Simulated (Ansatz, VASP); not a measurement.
One calculation of PbSe, two programs

```
Pb Se
1.0
     0.00000    3.04011    3.04011
     3.04011    0.00000    3.04011
     3.04011    3.04011    0.00000
Pb Se
1 1
Direct
  0.00000 0.00000 0.00000
  0.50000 0.50000 0.50000
```

Alike in both runs: task single point; functional PBE; k mesh 6 × 6 × 6; no spin polarisation.

```csv
,VASP,Ansatz
version,VASP 6.6.1,Ansatz 0.2.0
potentials or method,"VASP PAW PBE potentials, release 64 (Pb_d, Se), cutoff 500 eV","plane waves, PAW"
occupations,"gaussian, width 0.01 eV",fixed
valence electrons in the cell,20,30
```

```csv
,VASP,Ansatz,Ansatz less VASP
pressure (GPa),3.6,3.6,+0.02
```

VASP's potentials hold 20 valence electrons a cell and Ansatz's 30, so a difference there can come from the potentials and not from the codes.

Spin-orbit coupling is off throughout.
